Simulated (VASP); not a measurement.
Input of a VASP 6.6.1 run:

File POSCAR:

```
MgTe
1.0
    4.5776356442      0.0000000000      0.0000000000
   -2.2888178221      3.9643487572      0.0000000000
    0.0000000000      0.0000000000      7.4550892655
Mg Te
2 2
Direct
    0.3333333333      0.6666666667     -0.0006080517
    0.6666666667      0.3333333333      0.4993919483
    0.3333333333      0.6666666667      0.3756080517
    0.6666666667      0.3333333333      0.8756080517
```

File INCAR.step1:

```
ALGO     = Normal         # electronic algorithm
EDIFF    = 1E-5           # SCF threshold, eV
ENCUT    = 520            # plane-wave cutoff, eV
GGA      = PE             # functional
GGA_COMPAT= False        
ISIF     = 2              # what is computed and relaxed
ISMEAR   = 0              # smearing method
LASPH    = True           # aspherical terms in the spheres
LREAL    = False          # projectors in reciprocal space
LWAVE    = True           # write WAVECAR
NBANDS   = 16             # bands
NELM     = 120            # most SCF steps
PREC     = Accurate       # precision mode
SIGMA    = 0.01           # smearing width, eV
```

INCAR.step2

```
AEXX     = 0.25           # exact-exchange fraction
ALGO     = Normal         # electronic algorithm
EDIFF    = 1E-6           # SCF threshold, eV
ENCUT    = 520            # plane-wave cutoff, eV
GGA      = PE             # functional
GGA_COMPAT= False        
ISIF     = 2              # what is computed and relaxed
ISMEAR   = 0              # smearing method
ISTART   = 1            
LASPH    = True           # aspherical terms in the spheres
LCHARG   = True           # write CHGCAR
LELF     = True           # ELF
LHFCALC  = True           # exact exchange
LREAL    = False          # projectors in reciprocal space
LVHAR    = True         
LWAVE    = False          # write WAVECAR
NBANDS   = 16             # bands
NELM     = 120            # most SCF steps
PREC     = Accurate       # precision mode
PRECFOCK = Normal       
SIGMA    = 0.01           # smearing width, eV
```

The input KPOINTS:

```
k-points
0
Gamma
  6 6 2
```

Potentials or basis: VASP PAW PBE potentials, release 64 (Mg, Te).

The run is started by

```sh
$ cat potpaw_PBE.64/Mg/POTCAR potpaw_PBE.64/Te/POTCAR > POTCAR
$ cp INCAR.step1 INCAR
$ mpirun -np 1 vasp_std > vasp.out
$ cp INCAR.step2 INCAR
$ mpirun -np 1 vasp_std > vasp.out
```

Q: What does it give for the pressure?

A: -0.3 GPa.

Q: Estimate the band gap on the k mesh.

A: 3.86 eV.

Caveat: the k points lie up to 0.42 Å⁻¹ apart; the PAW data sets were made with another functional, which shifts forces and pressure a little; spin-orbit coupling is left out, which moves the levels of the heavy elements.
